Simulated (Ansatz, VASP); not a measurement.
## Two plane-wave programs on AlNi

File POSCAR:

```
AlNi
1.0
    1.9386940000     -1.9531901500      0.0000000000
    1.9386940000      1.9531901500      0.0000000000
    0.0000000000      0.0000000000      3.0994300413
Al Ni
1 1
Direct
    0.0000000000      0.0000000000      0.0000000000
    0.5000000000      0.5000000000      0.5000000000
```

Contents of INCAR.step1:

```
PREC = Accurate ; ENCUT = 520
ISMEAR = 0 ; SIGMA = 0.1
LREAL = False ; LASPH = True
NELM = 60 ; NBANDS = 14
GGA = PE ; ALGO = Normal
EDIFF = 1E-4 ; LWAVE = True
LCHARG = False
```

INCAR.step2

```
PREC = Accurate ; ENCUT = 520
EDIFF = 1E-6 ; ISMEAR = 0
SIGMA = 0.1 ; LREAL = False
LASPH = True ; NELM = 60
ALGO = Normal ; ISIF = 2
LWAVE = False ; LCHARG = True
METAGGA = R2SCAN ; LMIXTAU = True
LELF = True ; LVHAR = True
NBANDS = 14 ; ISTART = 1
```

KPOINTS

```
Automatic mesh
0
Gamma
  8 8 8
```

Input for Ansatz:

```yaml
crystal:
  lattice:
    - [1.938694, -1.95319015, 0.0]
    - [1.938694, 1.95319015, 0.0]
    - [0.0, 0.0, 3.0994300413]
  atoms:
    - { symbol: Al, position: [0.0, 0.0, 0.0] }
    - { symbol: Ni, position: [0.5, 0.5, 0.5] }
basis:
  ecutwfc: 500
kpoints:
  mp_grid: { grid: [8, 8, 8] }
hamiltonian:
  xc: r2scan
scf:
  occupations: { method: gaussian, width: 0.1 }
output:
  forces: true
  stress: true
  eigenvalues: true
```

Alike in both runs: task single point; functional r2SCAN; k mesh 8 × 8 × 8; occupations gaussian, width 0.1 eV; no spin polarisation.

|  | VASP | Ansatz |
| --- | --- | --- |
| version | VASP 6.6.1 | Ansatz 0.2.0 |
| potentials or method | VASP PAW PBE potentials, release 64 (Al, Ni), cutoff 520 eV | scalar-relativistic, plane waves, PAW |
| valence electrons in the cell | 13 | 21 |

|  | VASP | Ansatz | Ansatz less VASP |
| --- | --- | --- | --- |
| gap on the k mesh at the Fermi level (eV) | none | none | - |
| pressure (GPa) | 0.5 | 0.7 | +0.20 |
| traceless stress, the component that is largest in VASP (GPa) | -4.16 | -3.98 | +0.182 |

VASP's potentials were made for PBE, not for r2SCAN. A gap of «none» marks a metal or a gap that the smearing closes. With one functional, cell and mesh, what is left measures potentials, basis and numerics. VASP's potentials hold 13 valence electrons a cell and Ansatz's 21, so a difference there can come from the potentials and not from the codes.
